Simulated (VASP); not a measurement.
Input of a VASP 6.6.1 run:

File POSCAR:

```
SiO2
1.0
    4.1854504461      0.0000000000      0.0000000000
    0.0000000000      4.1854504461      0.0000000000
    0.0000000000      0.0000000000      2.6672366536
Si O
2 4
Direct
    0.5000000000      0.5000000000      0.5000000000
    0.0000000000      0.0000000000      0.0000000000
    0.6939177237      0.6939177237      0.0000000000
    0.1939177237      0.8060822763      0.5000000000
    0.3060822763      0.3060822763      0.0000000000
    0.8060822763      0.1939177237      0.5000000000
```

INCAR.step1

```
PREC     = Accurate       # precision mode
ENCUT    = 520            # plane-wave cutoff, eV
ISMEAR   = 0              # smearing method
SIGMA    = 0.1            # smearing width, eV
LREAL    = False          # projectors in reciprocal space
LASPH    = True           # aspherical terms in the spheres
NELM     = 100            # most SCF steps
NBANDS   = 25             # bands
GGA      = PE             # functional
ALGO     = Normal         # electronic algorithm
EDIFF    = 1E-4           # SCF threshold, eV
LWAVE    = True           # write WAVECAR
LCHARG   = False          # write CHGCAR
```

File INCAR.step2:

```
PREC     = Accurate       # precision mode
ENCUT    = 520            # plane-wave cutoff, eV
EDIFF    = 1E-7           # SCF threshold, eV
ISMEAR   = 0              # smearing method
SIGMA    = 0.1            # smearing width, eV
LREAL    = False          # projectors in reciprocal space
LASPH    = True           # aspherical terms in the spheres
NELM     = 100            # most SCF steps
ALGO     = Normal         # electronic algorithm
ISIF     = 2              # what is computed and relaxed
LWAVE    = False          # write WAVECAR
LCHARG   = True           # write CHGCAR
METAGGA  = R2SCAN         # meta-GGA
LMIXTAU  = True         
LELF     = True           # ELF
LVHAR    = True         
NBANDS   = 25             # bands
ISTART   = 1
```

KPOINTS

```
regular mesh
0
Gamma
  6 6 8
```

Potentials or basis: VASP PAW PBE potentials, release 64 (Si, O).

The run is started by

```sh
$ cat potpaw_PBE.64/Si/POTCAR potpaw_PBE.64/O/POTCAR > POTCAR
$ cp INCAR.step1 INCAR
$ mpirun -np 1 vasp_std > vasp.out
$ cp INCAR.step2 INCAR
$ mpirun -np 1 vasp_std > vasp.out
```

What does it give for the band gap on the k mesh?

6.52 eV, direct.

Predict the pressure.

0.6 GPa.

Forces in eV/Å, atoms in the order of the input:
```
Si   0.000  0.000  0.000
Si   0.000  0.000  0.000
O    0.012  0.012  0.000
O    0.012 -0.012  0.000
O   -0.012 -0.012  0.000
O   -0.012  0.012  0.000
```

Caveat: the PAW data sets were made with another functional, which shifts forces and pressure a little. r2SCAN opens gaps a little over a GGA but as a rule still falls short of measured ones.
